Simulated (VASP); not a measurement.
# AgCl (Fm-3m) in VASP: a series of runs

AgCl is run at these levels: PBEsol; tasks: single point.

All numbers are computed with VASP 6.6.1; they aren't measurements. Logs are shortened: lines on timing, memory, paths and dates and some standing lists are left out, and cuts for length are marked.

### 1 The cell of the first run

Symmetry: Fm-3m, No. 225, cubic system. Conventional cell: a = 5.339 Å, b = 5.339 Å, c = 5.339 Å, α = 90.00°, β = 90.00°, γ = 90.00°. Within 3.5 Å of Ag (site symmetry m-3m) lie 6 Cl at 2.67 Å. Within 3.5 Å of Cl (site symmetry m-3m) lie 6 Ag at 2.67 Å.

### 2 Single point, PBEsol, non-collinear spin, zero start, spin-orbit coupling

The input, INCAR:

```
ALGO     = Normal         # electronic algorithm
EDIFF    = 1E-6           # SCF threshold, eV
ENCUT    = 520            # plane-wave cutoff, eV
GGA      = PS             # functional
GGA_COMPAT= F            
ISIF     = 2              # what is computed and relaxed
ISMEAR   = 0              # smearing method
LASPH    = T              # aspherical terms in the spheres
LCHARG   = F              # write CHGCAR
LMAXMIX  = 4              # l up to which the mixer works
LNONCOLLINEAR= T              # non-collinear magnetism
LORBIT   = 11             # projections on sites
LORBMOM  = T            
LREAL    = F              # projectors in reciprocal space
LSORBIT  = T              # spin-orbit coupling
LWAVE    = F              # write WAVECAR
MAGMOM   = 0 0 0 0 0 0    # initial moments
NBANDS   = 30             # bands
NELM     = 150            # most SCF steps
PREC     = Accurate       # precision mode
SIGMA    = 0.01           # smearing width, eV
```

The input, KPOINTS:

```
k-points
0
Gamma
  8 8 8
```

The input, POSCAR:

```
AgCl
1.0
    2.6695609737      2.6695609737      0.0000000000
   -2.6695609737      2.6695609737      0.0000000000
    0.0000000000      2.6695609737      2.6695609737
Ag Cl
1 1
Direct
    0.0000000000      0.0000000000      0.0000000000
    0.5000000000      0.5000000000      0.0000000000
```

Potentials or basis: VASP PAW PBE potentials, release 64 (Ag, Cl).

Launch:

```
$ cat potpaw_PBE.64/Ag/POTCAR potpaw_PBE.64/Cl/POTCAR > POTCAR
$ mpirun -np 1 vasp_ncl > vasp.out
```

OUTCAR:

```text
EDIFF = 1E-6
   ENCUT = 520
   GGA = PS
   ISIF = 2
   ISMEAR = 0
   LASPH = T
   LNONCOLLINEAR = T
   LORBIT = 11
   LREAL = F
   LSORBIT = T
   NELM = 150
   PREC = Accurate

 ion  position               nearest neighbor table
   1  0.000  0.000  0.000-   2 2.67   2 2.67   2 2.67   2 2.67   2 2.67   2 2.67
   2  0.500  0.500  0.000-   1 2.67   1 2.67   1 2.67   1 2.67   1 2.67   1 2.67

  LATTYP: Found a face centered cubic cell.
 ALAT       =     5.3391219474

  Lattice vectors:

 A1 = (   0.0000000000,   2.6695609737,   2.6695609737)
 A2 = (   2.6695609737,   0.0000000000,   2.6695609737)
 A3 = (   2.6695609737,   2.6695609737,   0.0000000000)

Analysis of symmetry for initial positions (statically):
=====================================================================
 Subroutine PRICEL returns:
 Original cell was already a primitive cell.

 Routine SETGRP: Setting up the symmetry group for a
 face centered cubic supercell.

 Subroutine GETGRP returns: Found 48 space group operations
 (whereof 48 operations were pure point group operations)
 out of a pool of 48 trial point group operations.

The static configuration has the point symmetry O_h .

Analysis of symmetry for dynamics (positions and initial velocities):
=====================================================================
 Subroutine PRICEL returns:
 Original cell was already a primitive cell.

 Routine SETGRP: Setting up the symmetry group for a
 face centered cubic supercell.

 Subroutine GETGRP returns: Found 48 space group operations
 (whereof 48 operations were pure point group operations)
 out of a pool of 48 trial point group operations.

The dynamic configuration has the point symmetry O_h .

Analysis of structural, dynamic, and magnetic symmetry:
=====================================================================
 Subroutine PRICEL returns:
 Original cell was already a primitive cell.

 Routine SETGRP: Setting up the symmetry group for a
 face centered cubic supercell.

 Subroutine GETGRP returns: Found 48 space group operations
 (whereof 48 operations were pure point group operations)
 out of a pool of 48 trial point group operations.

The overall configuration has the point symmetry O_h .

 Subroutine INISYM returns: Found 48 space group operations
 (whereof 48 operations are pure point group operations),
 and found     1 'primitive' translations
[... 968 lines left out ...]
      0.00000      0.00000      0.00000        -0.000000      0.000000      0.000000
      0.00000      2.66956      0.00000         0.000000     -0.000000      0.000000
 -----------------------------------------------------------------------------------
    total drift:                               -0.000000      0.000000     -0.000000

  FREE ENERGIE OF THE ION-ELECTRON SYSTEM (eV)
  ---------------------------------------------------
  free  energy   TOTEN  =        -6.0551790492 eV

  energy  without entropy=       -6.0551790492  energy(sigma->0) =       -6.05517905

 orbital moment (x)

 # of ion     p       d       tot
 ----------------------------------------
  1         0.000   0.000   0.000
  2         0.000   0.000   0.000
 ----------------------------------------
            0.000   0.000   0.000

 orbital moment (y)

 # of ion     p       d       tot
 ----------------------------------------
  1         0.000   0.000   0.000
  2         0.000   0.000   0.000
 ----------------------------------------
            0.000   0.000   0.000

 orbital moment (z)

 # of ion     p       d       tot
 ----------------------------------------
  1         0.000   0.000   0.000
  2         0.000   0.000   0.000
 ----------------------------------------
            0.000   0.000   0.000

 Spin-Orbit-Coupling matrix elements

 Ion:    1  E_soc:     -0.0397677
 l=   1
     0.0000000    -0.0010781    -0.0010781
    -0.0010781     0.0000000    -0.0010781
    -0.0010781    -0.0010781     0.0000000
 l=   2
     0.0000000    -0.0011387     0.0000000    -0.0011387    -0.0044111
    -0.0011387     0.0000000    -0.0033083    -0.0011387    -0.0011028
     0.0000000    -0.0033083     0.0000000    -0.0033083     0.0000000
    -0.0011387    -0.0011387    -0.0033083     0.0000000    -0.0011028
    -0.0044111    -0.0011028     0.0000000    -0.0011028     0.0000000
 l=   3
     0.0000000     0.0000000     0.0000000     0.0000000     0.0000000     0.0000000     0.0000000
     0.0000000     0.0000000     0.0000000     0.0000000     0.0000000     0.0000000     0.0000000
     0.0000000     0.0000000     0.0000000     0.0000000     0.0000000     0.0000000     0.0000000
     0.0000000     0.0000000     0.0000000     0.0000000     0.0000000     0.0000000     0.0000000
     0.0000000     0.0000000     0.0000000     0.0000000     0.0000000     0.0000000     0.0000000
     0.0000000     0.0000000     0.0000000     0.0000000     0.0000000     0.0000000     0.0000000
     0.0000000     0.0000000     0.0000000     0.0000000     0.0000000     0.0000000     0.0000000

 Ion:    2  E_soc:     -0.0034489
 l=   1
     0.0000000    -0.0005748    -0.0005748
    -0.0005748     0.0000000    -0.0005748
    -0.0005748    -0.0005748     0.0000000
 l=   2
     0.0000000     0.0000000     0.0000000     0.0000000     0.0000000
     0.0000000     0.0000000     0.0000000     0.0000000     0.0000000
     0.0000000     0.0000000     0.0000000     0.0000000     0.0000000
     0.0000000     0.0000000     0.0000000     0.0000000     0.0000000
     0.0000000     0.0000000     0.0000000     0.0000000     0.0000000
 l=   3
     0.0000000     0.0000000     0.0000000     0.0000000     0.0000000     0.0000000     0.0000000
     0.0000000     0.0000000     0.0000000     0.0000000     0.0000000     0.0000000     0.0000000
     0.0000000     0.0000000     0.0000000     0.0000000     0.0000000     0.0000000     0.0000000
     0.0000000     0.0000000     0.0000000     0.0000000     0.0000000     0.0000000     0.0000000
     0.0000000     0.0000000     0.0000000     0.0000000     0.0000000     0.0000000     0.0000000
     0.0000000     0.0000000     0.0000000     0.0000000     0.0000000     0.0000000     0.0000000
     0.0000000     0.0000000     0.0000000     0.0000000     0.0000000     0.0000000     0.0000000

 total charge

# of ion       s       p       d       tot
------------------------------------------
    1        0.235   0.187   9.360   9.783
    2        1.595   3.454   0.000   5.049
--------------------------------------------------
tot          1.830   3.641   9.360  14.831

 magnetization (x)

# of ion       s       p       d       tot
------------------------------------------
    1        0.000  -0.000   0.000   0.000
    2        0.000  -0.000   0.000  -0.000
--------------------------------------------------
tot          0.000  -0.000   0.000   0.000

 magnetization (y)

# of ion       s       p       d       tot
------------------------------------------
    1       -0.000  -0.000   0.000  -0.000
    2        0.000   0.000   0.000   0.000
--------------------------------------------------
tot         -0.000   0.000   0.000  -0.000

 magnetization (z)

# of ion       s       p       d       tot
------------------------------------------
    1       -0.000   0.000  -0.000  -0.000
    2        0.000   0.000   0.000   0.000
--------------------------------------------------
tot         -0.000   0.000  -0.000  -0.000
```

It took 63 s on 1 thread of Oxide Virtual Turin-like, shared host; peak memory 0.23 GiB.

Results:

| Property | Result |
| --- | --- |
| Free energy | -6.0552 eV |
| Pressure | 3.9 GPa |
| Net moment | 0.00 μB per cell |
| Valence electrons inside the program's atomic spheres | Ag 9.78; Cl 5.05 |

Moments on the atoms (μB; x, y, z):
```
Ag  0.00 0.00 0.00
Cl  0.00 0.00 0.00
```

Caveat: the cell stands under pressure; the PAW data sets were made with another functional, which shifts forces and pressure a little.

### 3 Single point, PBEsol, non-collinear spin, zero start, spin-orbit coupling

This run uses another cell than the first one, of 19.57 Å³/atom.

The input, INCAR:

```
PREC = Accurate
ENCUT = 520
EDIFF = 1E-7
ISMEAR = 0
SIGMA = 0.01
LREAL = F
LASPH = T
NELM = 150
ALGO = Normal
ISIF = 2
LWAVE = F
LCHARG = F
MAGMOM = 0 0 0 0 0 0
LORBIT = 11
LSORBIT = T
GGA_COMPAT = F
LORBMOM = T
LMAXMIX = 4
GGA = PS
NBANDS = 30
```

The input, KPOINTS:

```
Automatic mesh
0
Gamma
  8 8 8
```

The input, POSCAR:

```
AgCl
1.0
    2.6947307987      2.6947307987      0.0000000000
   -2.6947307987      2.6947307987      0.0000000000
    0.0000000000      2.6947307987      2.6947307987
Ag Cl
1 1
Direct
    0.0000000000      0.0000000000      0.0000000000
    0.5000000000      0.5000000000      0.0000000000
```

Potentials or basis: VASP PAW PBE potentials, release 64 (Ag, Cl).

Launch:

```
$ cat potpaw_PBE.64/Ag/POTCAR potpaw_PBE.64/Cl/POTCAR > POTCAR
$ mpirun -np 1 vasp_ncl > vasp.out
```

It took 54 s on 1 thread of Oxide Virtual Turin-like, shared host; peak memory 0.23 GiB.

The run converged. Its results:

- Free energy: -6.0749 eV
- Pressure: 1.8 GPa
- Net moment: 0.00 μB per cell
- Valence electrons inside the program's atomic spheres: Ag 9.76; Cl 5.04

Moments on the atoms (μB; x, y, z):
```
Ag  0.00 0.00 0.00
Cl  0.00 0.00 0.00
```

Caveat: the PAW data sets were made with another functional, which shifts forces and pressure a little.

### 4 Single point, PBEsol, non-collinear spin, zero start, spin-orbit coupling

This run uses another cell than the first one, of 20.21 Å³/atom.

The input, INCAR:

```
SYSTEM = AgCl
ALGO     = Normal         ! electronic algorithm
EDIFF    = 1E-6           ! SCF threshold, eV
ENCUT    = 520            ! plane-wave cutoff, eV
GGA      = PS             ! functional
GGA_COMPAT= .False.      
ISIF     = 2              ! what is computed and relaxed
ISMEAR   = 0              ! smearing method
LASPH    = .True.         ! aspherical terms in the spheres
LCHARG   = .True.         ! write CHGCAR
LMAXMIX  = 4              ! l up to which the mixer works
LORBIT   = 11             ! projections on sites
LORBMOM  = .True.       
LREAL    = .False.        ! projectors in reciprocal space
LSORBIT  = .True.         ! spin-orbit coupling
LVHAR    = .True.       
LWAVE    = .False.        ! write WAVECAR
MAGMOM   = 0 0 0 0 0 0    ! initial moments
NBANDS   = 30             ! bands
NELM     = 150            ! most SCF steps
PREC     = Accurate       ! precision mode
SIGMA    = 0.01           ! smearing width, eV
```

The input, KPOINTS:

```
k-points
0
Gamma
  8 8 8
  0 0 0
```

The input, POSCAR:

```
AgCl
1.0
    2.7237514517      2.7237514517      0.0000000000
   -2.7237514517      2.7237514517      0.0000000000
    0.0000000000      2.7237514517      2.7237514517
Ag Cl
1 1
Direct
    0.0000000000      0.0000000000      0.0000000000
    0.5000000000      0.5000000000      0.0000000000
```

Potentials or basis: VASP PAW PBE potentials, release 64 (Ag, Cl).

Launch:

```
$ cat potpaw_PBE.64/Ag/POTCAR potpaw_PBE.64/Cl/POTCAR > POTCAR
$ mpirun -np 1 vasp_ncl > vasp.out
```

OUTCAR:

```text
SYSTEM = AgCl
   EDIFF = 1E-6
   ENCUT = 520
   GGA = PS
   ISIF = 2
   ISMEAR = 0
   LASPH = .True.
   LORBIT = 11
   LREAL = .False.
   LSORBIT = .True.
   NELM = 150
   PREC = Accurate

 ion  position               nearest neighbor table
   1  0.000  0.000  0.000-   2 2.72   2 2.72   2 2.72   2 2.72   2 2.72   2 2.72
   2  0.500  0.500  0.000-   1 2.72   1 2.72   1 2.72   1 2.72   1 2.72   1 2.72

  LATTYP: Found a face centered cubic cell.
 ALAT       =     5.4475029034

  Lattice vectors:

 A1 = (   0.0000000000,   2.7237514517,   2.7237514517)
 A2 = (   2.7237514517,   0.0000000000,   2.7237514517)
 A3 = (   2.7237514517,   2.7237514517,   0.0000000000)

Analysis of symmetry for initial positions (statically):
=====================================================================
 Subroutine PRICEL returns:
 Original cell was already a primitive cell.

 Routine SETGRP: Setting up the symmetry group for a
 face centered cubic supercell.

 Subroutine GETGRP returns: Found 48 space group operations
 (whereof 48 operations were pure point group operations)
 out of a pool of 48 trial point group operations.

The static configuration has the point symmetry O_h .

Analysis of symmetry for dynamics (positions and initial velocities):
[... 1056 lines left out ...]
     0.0000000     0.0000000     0.0000000     0.0000000     0.0000000     0.0000000     0.0000000
     0.0000000     0.0000000     0.0000000     0.0000000     0.0000000     0.0000000     0.0000000
     0.0000000     0.0000000     0.0000000     0.0000000     0.0000000     0.0000000     0.0000000
     0.0000000     0.0000000     0.0000000     0.0000000     0.0000000     0.0000000     0.0000000

 Ion:    2  E_soc:     -0.0034690
 l=   1
     0.0000000    -0.0005782    -0.0005782
    -0.0005782     0.0000000    -0.0005782
    -0.0005782    -0.0005782     0.0000000
 l=   2
     0.0000000     0.0000000     0.0000000     0.0000000     0.0000000
     0.0000000     0.0000000     0.0000000     0.0000000     0.0000000
     0.0000000     0.0000000     0.0000000     0.0000000     0.0000000
     0.0000000     0.0000000     0.0000000     0.0000000     0.0000000
     0.0000000     0.0000000     0.0000000     0.0000000     0.0000000
 l=   3
     0.0000000     0.0000000     0.0000000     0.0000000     0.0000000     0.0000000     0.0000000
     0.0000000     0.0000000     0.0000000     0.0000000     0.0000000     0.0000000     0.0000000
     0.0000000     0.0000000     0.0000000     0.0000000     0.0000000     0.0000000     0.0000000
     0.0000000     0.0000000     0.0000000     0.0000000     0.0000000     0.0000000     0.0000000
     0.0000000     0.0000000     0.0000000     0.0000000     0.0000000     0.0000000     0.0000000
     0.0000000     0.0000000     0.0000000     0.0000000     0.0000000     0.0000000     0.0000000
     0.0000000     0.0000000     0.0000000     0.0000000     0.0000000     0.0000000     0.0000000

 total charge

# of ion       s       p       d       tot
------------------------------------------
    1        0.217   0.162   9.358   9.737
    2        1.594   3.442   0.000   5.036
--------------------------------------------------
tot          1.811   3.604   9.358  14.773

 magnetization (x)

# of ion       s       p       d       tot
------------------------------------------
    1        0.000   0.000   0.000   0.000
    2        0.000  -0.000   0.000  -0.000
--------------------------------------------------
tot          0.000  -0.000   0.000   0.000

 magnetization (y)

# of ion       s       p       d       tot
------------------------------------------
    1        0.000   0.000   0.000   0.000
    2       -0.000  -0.000   0.000  -0.000
--------------------------------------------------
tot          0.000  -0.000   0.000   0.000

 magnetization (z)

# of ion       s       p       d       tot
------------------------------------------
    1       -0.000   0.000  -0.000  -0.000
    2        0.000  -0.000   0.000  -0.000
--------------------------------------------------
tot         -0.000  -0.000  -0.000  -0.000
```

OSZICAR:

```text
N       E                     dE             d eps       ncg     rms          rms(c)
DAV:   1     0.120759079702E+03    0.12076E+03   -0.84879E+03  1756   0.111E+03
DAV:   2     0.454995962595E+00   -0.12030E+03   -0.11260E+03  1972   0.262E+02
DAV:   3    -0.617522154310E+01   -0.66302E+01   -0.65736E+01  2072   0.629E+01
DAV:   4    -0.624139866534E+01   -0.66177E-01   -0.66145E-01  2024   0.679E+00
DAV:   5    -0.624225847271E+01   -0.85981E-03   -0.85977E-03  2056   0.786E-01    0.784E+00
DAV:   6    -0.608495437256E+01    0.15730E+00   -0.28370E-01  1998   0.769E+00    0.516E+00
DAV:   7    -0.608392476055E+01    0.10296E-02   -0.95315E-02  1980   0.212E+00    0.213E+00
DAV:   8    -0.608223420887E+01    0.16906E-02   -0.45574E-03  1934   0.813E-01    0.642E-01
DAV:   9    -0.608216751325E+01    0.66696E-04   -0.79265E-04  2006   0.289E-01    0.210E-01
DAV:  10    -0.608217706271E+01   -0.95495E-05   -0.63108E-05  2016   0.945E-02    0.344E-02
DAV:  11    -0.608219340357E+01   -0.16341E-04   -0.26001E-05  1976   0.521E-02    0.886E-03
DAV:  12    -0.608219412802E+01   -0.72445E-06   -0.18827E-06  1986   0.174E-02
   1 F= -.60821941E+01 E0= -.60821941E+01  d E =-.157186E-29  mag=     0.0000     0.0000     0.0000
```

stdout:

```text
POSCAR found type information on POSCAR AgCl
 POSCAR found :  2 types and       2 ions
 scaLAPACK will be used
 -----------------------------------------------------------------------------
|                                                                             |
|                                                                             |
|     You enforced a specific xc type in the INCAR file but a different       |
|     I HOPE YOU KNOW WHAT YOU ARE DOING!                                     |
|                                                                             |
 -----------------------------------------------------------------------------

 LDA part: xc-table for (Slater+PW92), standard interpolation
 POSCAR, INCAR and KPOINTS ok, starting setup
 FFT: planning ... GRIDC
 FFT: planning ... GRID_SOFT
 FFT: planning ... GRID
 WAVECAR not read
 entering main loop
```

Run time: 1.7 min. Hardware: 1 thread of Oxide Virtual Turin-like, shared host; peak memory 0.26 GiB.

What came out:

* Free energy: -6.0822 eV
* Pressure: -0.1 GPa
* Net moment: 0.00 μB per cell
* Valence electrons inside the program's atomic spheres: Ag 9.74; Cl 5.04

Moments on the atoms (μB; x, y, z):
```
Ag  0.00 0.00 0.00
Cl  0.00 0.00 0.00
```

Caveat: the PAW data sets were made with another functional, which shifts forces and pressure a little.

### 5 Single point, PBEsol, non-collinear spin, zero start, spin-orbit coupling

This run uses another cell than the first one, of 20.21 Å³/atom.

The input, INCAR:

```
PREC = Accurate
ENCUT = 520
EDIFF = 1E-7
ISMEAR = 0
SIGMA = 0.01
LREAL = False
LASPH = True
NELM = 150
ALGO = Normal
ISIF = 2
LWAVE = False
LCHARG = False
LNONCOLLINEAR = True
MAGMOM = 0 0 0 0 0 0
LORBIT = 11
LSORBIT = True
GGA_COMPAT = False
LORBMOM = True
LMAXMIX = 4
GGA = PS
NBANDS = 30
```

The input, KPOINTS:

```
regular mesh
0
Gamma
  8 8 8
```

POSCAR is that of step 4.

Launch:

```
$ cat potpaw_PBE.64/Ag/POTCAR potpaw_PBE.64/Cl/POTCAR > POTCAR
$ mpirun -np 1 vasp_ncl > vasp.out
```

Wall time 1.9 min (1 thread of Oxide Virtual Turin-like, shared host); peak memory 0.26 GiB.

Results (log left out):

* Free energy: -6.0822 eV
* Pressure: -0.1 GPa
* Net moment: 0.00 μB per cell
* Valence electrons inside the program's atomic spheres: Ag 9.74; Cl 5.04

Moments on the atoms (μB; x, y, z):
```
Ag  0.00 0.00 0.00
Cl  0.00 0.00 0.00
```

Caveat: the PAW data sets were made with another functional, which shifts forces and pressure a little.

(Part 1 of 2 ends here.)
